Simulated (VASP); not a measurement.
A run of VASP 6.6.1:

File INCAR:

```
ALGO     = Fast           # electronic algorithm
EDIFF    = 1E-7           # SCF threshold, eV
ENCUT    = 520            # plane-wave cutoff, eV
GGA      = PE             # functional
ISIF     = 2              # what is computed and relaxed
ISMEAR   = 0              # smearing method
LASPH    = T              # aspherical terms in the spheres
LCHARG   = F              # write CHGCAR
LREAL    = F              # projectors in reciprocal space
LWAVE    = F              # write WAVECAR
NBANDS   = 44             # bands
NELM     = 100            # most SCF steps
PREC     = Accurate       # precision mode
SIGMA    = 0.1            # smearing width, eV
```

Contents of KPOINTS:

```
k-points
0
Gamma
  4 4 4
```

File POSCAR:

```
In5Sb
1.0
    0.0000000000      4.2159213400      4.2159213400
    4.2159213400      0.0000000000      4.2159213400
    4.2159213400      4.2159213400      0.0000000000
In Sb
5 1
Direct
    0.3752183100      0.8743450600      0.3752183100
    0.3752183100      0.3752183100      0.3752183100
    0.7500000000      0.7500000000      0.7500000000
    0.8743450600      0.3752183100      0.3752183100
    0.3752183100      0.3752183100      0.8743450600
    0.0000000000      0.0000000000      0.0000000000
```

Potentials or basis: VASP PAW PBE potentials, release 64 (In_d, Sb).

Command:

```bash
$ cat potpaw_PBE.64/In_d/POTCAR potpaw_PBE.64/Sb/POTCAR > POTCAR
$ mpirun -np 1 vasp_std > vasp.out
```

Hardware: 1 thread of Intel(R) Xeon(R) 6975P-C (Granite Rapids) (shared host).

Estimate the wall time of this run.

Run time: 67 s on 1 thread of Intel(R) Xeon(R) 6975P-C (Granite Rapids), on a shared host, peak memory 0.34 GiB. Counts: scf iterations 19, k points 8.
